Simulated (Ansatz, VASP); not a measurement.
**GaN: VASP beside Ansatz**

```xyz
4
Lattice="3.2236 0.0000 0.0000 -1.6118 2.7917 0.0000 0.0000 0.0000 5.0273" Properties=species:S:1:pos:R:3 pbc="T T T"
Ga    0.0000    1.8611    0.0000
Ga    1.6118    0.9306    2.5137
N     0.0000    1.8611    1.8852
N     1.6118    0.9306    4.3989
```

Alike in both runs: task single point; functional r2SCAN; k mesh 12 × 12 × 6; occupations gaussian, width 0.05 eV; no spin polarisation.

|  | VASP | Ansatz |
| --- | --- | --- |
| version | VASP 6.6.1 | Ansatz 0.2.0 |
| potentials or method | VASP PAW PBE potentials, release 64 (Ga_d, N), cutoff 520 eV | scalar-relativistic, plane waves, PAW |
| valence electrons in the cell | 36 | 36 |

Ansatz gave:

```
gap on the k mesh at the Fermi level (eV)                     : 2.40
least direct gap on the mesh (eV)                             : 2.40
pressure (GPa)                                                : 1.8
traceless stress, the component that is largest in VASP (GPa) : 13.00
rms of the force components (eV/Å)                            : 0.399
```

Question: What did VASP give for the same quantities?

Answer: gap on the k mesh at the Fermi level (eV): 2.39; least direct gap on the mesh (eV): 2.39; pressure (GPa): 2.8; traceless stress, the component that is largest in VASP (GPa): 13.12; rms of the force components (eV/Å): 0.412.

VASP's potentials were made for PBE, not for r2SCAN. Atom by atom the forces differ by 0.013 eV/Å (rms over components).
